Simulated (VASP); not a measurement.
Here is a VASP 6.6.1 calculation.

File INCAR:

```
PREC = Accurate
ENCUT = 600
EDIFF = 1E-6
ISMEAR = 0
SIGMA = 0.01
LREAL = F
LASPH = T
NELM = 200
ALGO = Normal
ISIF = 2
LWAVE = F
LCHARG = F
GGA = PE
NBANDS = 46
GGA_COMPAT = F
LMAXMIX = 6
```

File KPOINTS:

```
regular mesh
0
Gamma
  6 6 2
```

The input POSCAR:

```
LaTlO2
1.0
    3.7866756687      0.0000000000      0.0000000000
    0.0000000000      4.1444955307      0.0000000000
    0.0000000000      0.0000000000     10.9375329653
Tl O La
2 4 2
Direct
    0.0000000000      0.0000000000      0.8763638629
    0.5000000000      0.5000000000      0.1236361371
    0.0000000000      0.5000000000      0.7543473718
    0.5000000000      0.0000000000      0.2456526282
    0.0000000000      0.5000000000      0.4701459295
    0.5000000000      0.0000000000      0.5298540705
    0.0000000000      0.0000000000      0.3866377420
    0.5000000000      0.5000000000      0.6133622580
```

Potentials or basis: VASP PAW PBE potentials, release 64 (Tl_d, O, La).

Launch:

```console
$ cat potpaw_PBE.64/Tl_d/POTCAR potpaw_PBE.64/O/POTCAR potpaw_PBE.64/La/POTCAR > POTCAR
$ mpirun -np 1 vasp_std > vasp.out
```

Question: What does it give for the largest force?

Answer: 0.552 eV/Å.

Question: What does it give for the band gap on the k mesh?

Answer: 0.80 eV (least direct gap 1.12 eV).

Question: What does it give for the pressure?

Answer: 4.8 GPa.

Stress tensor (GPa, compression positive):
```
4.34 0.00 0.00
0.00 5.59 0.00
0.00 0.00 4.52
```

Caveat: the cell stands under pressure; spin-orbit coupling is left out, which moves the levels of the heavy elements. A k mesh can miss the band edges.
